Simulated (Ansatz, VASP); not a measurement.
## Two plane-wave programs on Na

```xyz
8
Lattice="6.7068 0.0000 0.0000 0.0000 6.7068 0.0000 0.0000 0.0000 6.7068" Properties=species:S:1:pos:R:3 pbc="T T T"
Na    0.0000    0.0000    0.0000
Na    3.3534    3.3534    3.3534
Na    1.6767    0.0000    3.3534
Na    5.0301    0.0000    3.3534
Na    3.3534    1.6767    0.0000
Na    3.3534    5.0301    0.0000
Na    0.0000    3.3534    1.6767
Na    0.0000    3.3534    5.0301
```

Alike in both runs: task relaxation of cell and atoms; functional revPBE; k mesh 4 × 4 × 4; occupations fermi-dirac, width 0.1 eV; no spin polarisation.

|  | VASP | Ansatz |
| --- | --- | --- |
| version | VASP 6.6.1 | Ansatz 0.2.0 |
| potentials or method | VASP PAW PBE potentials, release 64 (Na_pv), cutoff 600 eV | plane waves (420 eV) with PAW, scalar-relativistic |
| valence electrons in the cell | 56 | 72 |

Ansatz gave:

| Item | Value |
| --- | --- |
| relaxed volume (Å³/atom) | 39.59 |
| relaxed length of the cell vector where the two differ most in proportion (Å) | 6.816 |

Q: What did VASP give for the same quantities?

A: Relaxed volume (Å³/atom): 39.67; relaxed length of the cell vector where the two differ most in proportion (Å): 6.821.

VASP's potentials were made for PBE, not for revPBE. VASP's potentials hold 56 valence electrons a cell and Ansatz's 72, so a difference there can come from the potentials and not from the codes.
